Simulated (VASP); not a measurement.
# Si16O (a cell with a defect) in VASP: further runs

Si16O (a cell with a defect) is run at these levels: PBE+D3(BJ); tasks: single point.

Program: VASP 6.6.1. These are calculated values, not measurements. Logs are shortened: lines on timing, memory, paths and dates and some standing lists are left out, and cuts for length are marked.

### Step 1. The cell of the first run

The cell holds a defect, 17 atoms: a = 7.679 Å, b = 7.679 Å, c = 7.679 Å, α = 60.00°, β = 60.00°, γ = 60.00°.

### Step 2. Single point, PBE+D3(BJ), collinear spin, zero start

INCAR

```
  ALGO = Normal
  EDIFF = 1E-6
  ENCUT = 520
  GGA = PE
  GGA_COMPAT = F
  ISIF = 2
  ISMEAR = -1
  ISPIN = 2
  IVDW = 12
  LASPH = T
  LCHARG = F
  LORBIT = 11
  LREAL = F
  LWAVE = F
  MAGMOM = 0 0 0 0 0 0 0 0 0 0 0 0 0 0 0 0 0
  NBANDS = 53
  NELM = 200
  PREC = Accurate
  SIGMA = 0.02
```

KPOINTS

```
k-points
0
Gamma
  2 2 2
```

POSCAR

```
Si16O
1.0
    0.0000000000      5.4300000000      5.4300000000
    5.4300000000      0.0000000000      5.4300000000
    5.4300000000      5.4300000000      0.0000000000
Si O
16 1
Direct
   -0.0023848987     -0.0107274401     -0.0191436464
    0.1462523020      0.0602670350      0.1320534070
   -0.0561141805      0.0382504604      0.4978268877
    0.1347145488      0.0948802947      0.6254143646
   -0.0214364641      0.5248618785     -0.0053038674
    0.1388213628      0.6087476980      0.1250460405
    0.0159760589      0.4974125230      0.4818876611
    0.0958103131      0.6721270718      0.6125874770
    0.5065469613     -0.0174493554     -0.0338397790
    0.6300552486      0.1143462247      0.0970534070
    0.5056629834     -0.0135635359      0.4706721915
    0.5779558011      0.1648250460      0.6086924494
    0.5187292818      0.4929834254     -0.0241804788
    0.5952762431      0.5998250460      0.1538950276
    0.4834346225      0.5049631676      0.5206169429
    0.6208287293      0.6219889503      0.6158747698
    0.2780570902      0.8140055249      0.3333609576
```

Potentials or basis: VASP PAW PBE potentials, release 64 (Si, O).

Run with:

```sh
cat potpaw_PBE.64/Si/POTCAR potpaw_PBE.64/O/POTCAR > POTCAR
mpirun -np 1 vasp_std > vasp.out
```

OUTCAR:

```text
EDIFF = 1E-6
   ENCUT = 520
   GGA = PE
   ISIF = 2
   ISMEAR = -1
   ISPIN = 2
   IVDW = 12
   LASPH = T
   LORBIT = 11
   LREAL = F
   NELM = 200
   PREC = Accurate
 IVDW          = 12

 ion  position               nearest neighbor table
   1  0.998  0.989  0.981-   4 2.23  10 2.30   2 2.35   6 2.40
   2  0.146  0.060  0.132-  17 1.93   9 2.28   1 2.35   3 2.40   5 2.92
   3  0.944  0.038  0.498-  12 2.30   8 2.30  17 2.38   2 2.40   4 2.41
   4  0.135  0.095  0.625-   1 2.23  11 2.34   3 2.41   7 2.53
   5  0.979  0.525  0.995-   6 2.37   8 2.40  14 2.43   2 2.92
   6  0.139  0.609  0.125-   7 2.24   5 2.37  13 2.39   1 2.40
   7  0.016  0.497  0.482-   6 2.24   8 2.44  16 2.48   4 2.53
   8  0.096  0.672  0.613-  17 1.98   3 2.30   5 2.40   7 2.44  15 2.45
   9  0.507  0.983  0.966-  12 2.28   2 2.28  10 2.42  14 2.43  17 2.53
  10  0.630  0.114  0.097-   1 2.30  11 2.34  13 2.38   9 2.42
  11  0.506  0.986  0.471-  16 2.29   4 2.34  10 2.34  12 2.47
  12  0.578  0.165  0.609-  15 2.15   9 2.28   3 2.30  11 2.47
  13  0.519  0.493  0.976-  16 2.26  14 2.30  10 2.38   6 2.39
  14  0.595  0.600  0.154-  13 2.30  15 2.31  17 2.33   5 2.43   9 2.43
  15  0.483  0.505  0.521-  12 2.15  16 2.20  17 2.30  14 2.31   8 2.45
  16  0.621  0.622  0.616-  15 2.20  13 2.26  11 2.29   7 2.48
  17  0.278  0.814  0.333-   2 1.93   8 1.98  15 2.30  14 2.33   3 2.38   9 2.53

  LATTYP: Found a face centered cubic cell.
 ALAT       =    10.8600000000

  Lattice vectors:

 A1 = (   0.0000000000,   5.4300000000,   5.4300000000)
 A2 = (   5.4300000000,   0.0000000000,   5.4300000000)
 A3 = (   5.4300000000,   5.4300000000,   0.0000000000)

Analysis of symmetry for initial positions (statically):
=====================================================================
 Subroutine PRICEL returns:
 Original cell was already a primitive cell.

 Routine SETGRP: Setting up the symmetry group for a
 face centered cubic supercell.

 Subroutine GETGRP returns: Found  1 space group operations
 (whereof  1 operations were pure point group operations)
 out of a pool of 48 trial point group operations.

The static configuration has the point symmetry C_1 .

Analysis of symmetry for dynamics (positions and initial velocities):
=====================================================================
 Subroutine PRICEL returns:
 Original cell was already a primitive cell.

 Routine SETGRP: Setting up the symmetry group for a
 face centered cubic supercell.

 Subroutine GETGRP returns: Found  1 space group operations
[... 174 lines left out ...]
  ext. energy  EPLUGINS =         0.00000000
  ---------------------------------------------------
  free energy    TOTEN  =       -88.78326964 eV

  energy without entropy =      -88.78311275  energy(sigma->0) =      -88.78319120

 E-fermi :   6.3598     XC(G=0):  -9.5634

 val. band max:        6.2362958360   @ k =   0.0000   0.0000   0.0000
 cond. band min:       6.4880911072   @ k =   0.5000   0.0000   0.5000
 fundamental gap:      0.2517952712
 Fermi energy:         6.3597625108

 spin component 1

 k-point     1 :       0.0000    0.0000    0.0000
  band No.  band energies     occupation
      1     -13.6408      1.00000
      2      -5.8037      1.00000
      3      -4.3444      1.00000
      4      -4.0485      1.00000
      5      -3.7567      1.00000
      6      -3.3571      1.00000
[... 389 lines left out ...]
     46      10.1108      0.00000
     47      10.2805      0.00000
 Fermi energy:         6.3597625108

 spin component 2

 k-point     1 :       0.0000    0.0000    0.0000
  band No.  band energies     occupation
      1     -13.6408      1.00000
      2      -5.8037      1.00000
      3      -4.3444      1.00000
      4      -4.0485      1.00000
      5      -3.7567      1.00000
      6      -3.3571      1.00000
[... 389 lines left out ...]
     46      10.1108      0.00000
     47      10.2805      0.00000
 [bands above 47 left out]

------------------------ aborting loop because EDIFF is reached ----------------------------------------

 Edisp (eV)   -5.31247

 E8    (eV) :    -2.1832

  FORCE on cell =-STRESS in cart. coord.  units (eV):
  Direction    XX          YY          ZZ          XY          YZ          ZX
  --------------------------------------------------------------------------------------
  -------------------------------------------------------------------------------------
  Total       4.68638     1.68074     3.95396     0.48102    -2.60584    -2.82030
  in kB      23.44871     8.40970    19.78396     2.40684   -13.03855   -14.11158
  external pressure =       17.21 kB  Pullay stress =        0.00 kB

 VOLUME and BASIS-vectors are now :
 -----------------------------------------------------------------------------
  energy-cutoff  :      520.00
  volume of cell :      320.21
      direct lattice vectors                 reciprocal lattice vectors
     0.000000000  5.430000000  5.430000000    -0.092081031  0.092081031  0.092081031
     5.430000000  0.000000000  5.430000000     0.092081031 -0.092081031  0.092081031
     5.430000000  5.430000000  0.000000000     0.092081031  0.092081031 -0.092081031

 POSITION                                       TOTAL-FORCE (eV/Angst)
 -----------------------------------------------------------------------------------
     10.69780     10.74310     10.78880         0.451814      1.462978     -0.518163
      1.04430      1.51120      1.12140         1.104785      0.068036     -0.279849
      2.91090      7.82850      5.33300         0.553656      0.098625      0.743881
      3.91120      4.12750      1.24670        -0.043662     -1.954391      1.084977
      8.25120     10.71480      8.16360        -0.277803      0.562298     -0.520776
      3.98450      1.43280      4.05930        -0.851492     -1.171099      0.454377
[... 9 lines left out ...]
      6.72160      6.71530      6.74850        -0.524890      1.367885      1.970575
      6.23020      3.32000      5.92990        -0.272402     -1.023721     -0.112113
 -----------------------------------------------------------------------------------
    total drift:                               -0.000151      0.000182     -0.000075

  FREE ENERGIE OF THE ION-ELECTRON SYSTEM (eV)
  ---------------------------------------------------
  free  energy   TOTEN  =       -94.0957420927 eV

  energy  without entropy=      -94.0955852104  energy(sigma->0) =      -94.09566365

 total charge

# of ion       s       p       d       tot
------------------------------------------
    1        0.746   0.977   0.000   1.723
    2        0.750   0.866   0.000   1.616
    3        0.778   0.900   0.000   1.679
    4        0.746   0.941   0.000   1.687
    5        0.798   0.822   0.000   1.621
    6        0.745   0.958   0.000   1.703
[... 9 lines left out ...]
   16        0.745   0.996   0.000   1.741
   17        1.610   3.352   0.000   4.963
--------------------------------------------------
tot         13.685  18.247   0.000  31.932

 magnetization (x)

# of ion       s       p       d       tot
------------------------------------------
    1       -0.000   0.000   0.000   0.000
    2        0.000   0.000   0.000   0.000
    3       -0.000   0.000   0.000  -0.000
    4       -0.000   0.000   0.000   0.000
    5       -0.000  -0.000   0.000  -0.000
    6       -0.000  -0.000   0.000  -0.000
[... 9 lines left out ...]
   16       -0.000  -0.000   0.000  -0.000
   17        0.000  -0.000   0.000  -0.000
--------------------------------------------------
tot          0.000  -0.000   0.000  -0.000
```

stdout:

```text
POSCAR found type information on POSCAR SiO
 POSCAR found :  2 types and      17 ions
 scaLAPACK will be used
 -----------------------------------------------------------------------------
|                                                                             |
|                                                                             |
|     You have a (more or less) 'large supercell' and for larger cells it     |
|     might be more efficient to use real-space projection operators.         |
|     Therefore, try LREAL= Auto in the INCAR file.                           |
|     Mind: For very accurate calculation, you might also keep the            |
|     reciprocal projection scheme (i.e. LREAL=.FALSE.).                      |
|                                                                             |
 -----------------------------------------------------------------------------

 LDA part: xc-table for (Slater+PW92), standard interpolation
 POSCAR, INCAR and KPOINTS ok, starting setup
 FFT: planning ... GRIDC
 FFT: planning ... GRID_SOFT
 FFT: planning ... GRID
 WAVECAR not read
 entering main loop
```

It took 4.7 min on 1 thread of Intel Xeon 6975P-C (Granite Rapids), shared host; peak memory 0.73 GiB.

Results:

| Property | Result |
| --- | --- |
| Free energy | -94.0957 eV |
| Pressure | 1.7 GPa |
| Largest force | 2.735 eV/Å |
| Band gap on the k mesh | 0.25 eV |
| Net moment | 0.00 μB per cell |
| Valence electrons inside the program's atomic spheres | Si 1.72, 1.62, 1.68, 1.69, 1.70, 1.66, 1.76, 1.71, 1.65, 1.75, 1.74; O 4.96 |
| Dispersion energy per atom | -0.312 eV |

Forces on the atoms (eV/Å):
```
Si   0.452  1.463 -0.518
Si   1.105  0.068 -0.280
Si   0.554  0.099  0.744
Si  -0.044 -1.954  1.085
Si  -0.278  0.562 -0.521
Si  -0.851 -1.171  0.454
Si   1.209  1.087 -1.323
Si  -1.514  0.080 -0.436
Si   0.208  0.759  0.756
Si  -0.074 -0.587 -0.372
Si   1.080 -0.139  0.574
Si  -2.027  0.711 -1.693
Si   0.556  0.284 -1.397
Si  -0.151 -0.081  1.598
Si   0.573 -1.523 -0.530
Si  -0.525  1.368  1.971
O   -0.272 -1.024 -0.112
```

Levels at points of the mesh, in eV from the valence-band top:
Spin up:
| k point | band 32 | band 33 | band 34 | band 35 | band 36 | band 37 | band 38 | band 39 |
| --- | --- | --- | --- | --- | --- | --- | --- | --- |
| (0.00, 0.00, 0.00) | -0.91 | -0.47 | -0.15 | 0.00 | 0.29 | 0.40 | 0.52 | 0.70 |
| (0.50, 0.00, 0.00) | -1.28 | -1.09 | -0.99 | -0.46 | 0.73 | 0.88 | 1.07 | 1.18 |
| (0.00, 0.50, 0.00) | -1.46 | -1.11 | -0.82 | -0.57 | 0.31 | 0.96 | 1.12 | 1.32 |
| (0.00, 0.00, 0.50) | -1.54 | -0.98 | -0.71 | -0.44 | 0.67 | 1.01 | 1.24 | 1.48 |
| (0.50, 0.50, 0.50) | -1.29 | -0.98 | -0.64 | -0.46 | 0.31 | 1.03 | 1.15 | 1.17 |
| (0.50, 0.50, 0.00) | -1.55 | -1.46 | -1.20 | -1.16 | 0.71 | 1.10 | 1.22 | 1.77 |
| (0.00, 0.50, 0.50) | -1.58 | -1.41 | -1.29 | -1.16 | 0.56 | 1.00 | 1.17 | 2.08 |
| (0.50, 0.00, 0.50) | -1.65 | -1.51 | -1.26 | -0.56 | 0.25 | 0.87 | 1.25 | 2.02 |
Spin down:
```
           k point  band 31  band 32  band 33  band 34  band 35  band 36  band 37  band 38  band 39  band 40
(0.00, 0.00, 0.00)    -1.11    -0.91    -0.47    -0.15     0.00     0.29     0.40     0.52     0.70     0.75
(0.50, 0.00, 0.00)    -1.71    -1.28    -1.09    -0.99    -0.46     0.73     0.88     1.07     1.18     1.39
(0.00, 0.50, 0.00)    -1.67    -1.46    -1.11    -0.82    -0.57     0.31     0.96     1.12     1.32     1.44
(0.00, 0.00, 0.50)    -1.60    -1.54    -0.98    -0.71    -0.44     0.67     1.01     1.24     1.48     1.59
(0.50, 0.50, 0.50)    -1.56    -1.29    -0.98    -0.64    -0.46     0.31     1.03     1.15     1.17     1.34
(0.50, 0.50, 0.00)    -1.69    -1.55    -1.46    -1.20    -1.16     0.71     1.10     1.22     1.77     2.26
(0.00, 0.50, 0.50)    -1.88    -1.58    -1.41    -1.29    -1.16     0.56     1.00     1.17     2.08     2.12
(0.50, 0.00, 0.50)    -1.88    -1.65    -1.51    -1.26    -0.56     0.25     0.87     1.25     2.02     2.13
```

Caveat: the k points lie up to 0.50 Å⁻¹ apart.

(Part 1 of 2 ends here.)
